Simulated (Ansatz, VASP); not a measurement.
**Ta: VASP beside Ansatz**

File POSCAR:

```
Ta
1.0
   -1.6017416000      1.6017416000      1.6265108000
    1.6017416000     -1.6017416000      1.6265108000
    1.6017416000      1.6017416000     -1.6265108000
Ta
1
Direct
    0.0000000000      0.0000000000      0.0000000000
```

The input INCAR.step1:

```
SYSTEM = Ta
ALGO     = Normal         ! electronic algorithm
EDIFF    = 1E-4           ! SCF threshold, eV
ENCUT    = 520            ! plane-wave cutoff, eV
GGA      = PE             ! functional
ISMEAR   = 0              ! smearing method
LASPH    = .True.         ! aspherical terms in the spheres
LCHARG   = .False.        ! write CHGCAR
LREAL    = .False.        ! projectors in reciprocal space
LWAVE    = .True.         ! write WAVECAR
NBANDS   = 12             ! bands
NELM     = 80             ! most SCF steps
PREC     = Accurate       ! precision mode
SIGMA    = 0.15           ! smearing width, eV
```

File INCAR.step2:

```
SYSTEM = Ta
ALGO     = Normal         ! electronic algorithm
EDIFF    = 1E-7           ! SCF threshold, eV
ENCUT    = 520            ! plane-wave cutoff, eV
ISIF     = 2              ! what is computed and relaxed
ISMEAR   = 0              ! smearing method
ISTART   = 1            
LASPH    = .True.         ! aspherical terms in the spheres
LCHARG   = .False.        ! write CHGCAR
LMIXTAU  = .True.       
LREAL    = .False.        ! projectors in reciprocal space
LWAVE    = .False.        ! write WAVECAR
METAGGA  = R2SCAN         ! meta-GGA
NBANDS   = 12             ! bands
NELM     = 80             ! most SCF steps
PREC     = Accurate       ! precision mode
SIGMA    = 0.15           ! smearing width, eV
```

KPOINTS

```
k-points
0
Gamma
  20 20 20
  0 0 0
```

Input for Ansatz:

```yaml
crystal:
  lattice:
    - [-1.6017416, 1.6017416, 1.6265108]
    - [1.6017416, -1.6017416, 1.6265108]
    - [1.6017416, 1.6017416, -1.6265108]
  atoms:
    - { symbol: Ta, position: [0.0, 0.0, 0.0] }
basis:
  ecutwfc: 500
kpoints:
  mp_grid: { grid: [20, 20, 20] }
hamiltonian:
  xc: r2scan
scf:
  occupations: { method: gaussian, width: 0.15 }
output:
  forces: true
  stress: true
  eigenvalues: true
  write_density: true
  write_potential: true
  elf: true
  volumetric_format: npy
```

Change from the starting cell: strain -0.030 along x and y, -0.015 along z, atoms carried along.

Alike in both runs: task single point; functional r2SCAN; k mesh 20 × 20 × 20; occupations gaussian, width 0.15 eV; no spin polarisation.

|  | VASP | Ansatz |
| --- | --- | --- |
| version | VASP 6.6.1 | Ansatz 0.2.0 |
| potentials or method | VASP PAW PBE potentials, release 64 (Ta_pv), cutoff 520 eV | scalar-relativistic, plane waves, PAW |
| valence electrons in the cell | 11 | 13 |

VASP gave:

- gap on the k mesh at the Fermi level (eV): none
- pressure (GPa): 19.4
- traceless stress, the component that is largest in VASP (GPa): -1.59

Task: Estimate Ansatz's values.

Result: gap on the k mesh at the Fermi level (eV): none; pressure (GPa): 18.5; traceless stress, the component that is largest in VASP (GPa): -1.60.

VASP's potentials were made for PBE, not for r2SCAN. A gap of «none» marks a metal or a gap that the smearing closes. VASP's potentials hold 11 valence electrons a cell and Ansatz's 13, so a difference there can come from the potentials and not from the codes.

Spin-orbit coupling is off throughout.
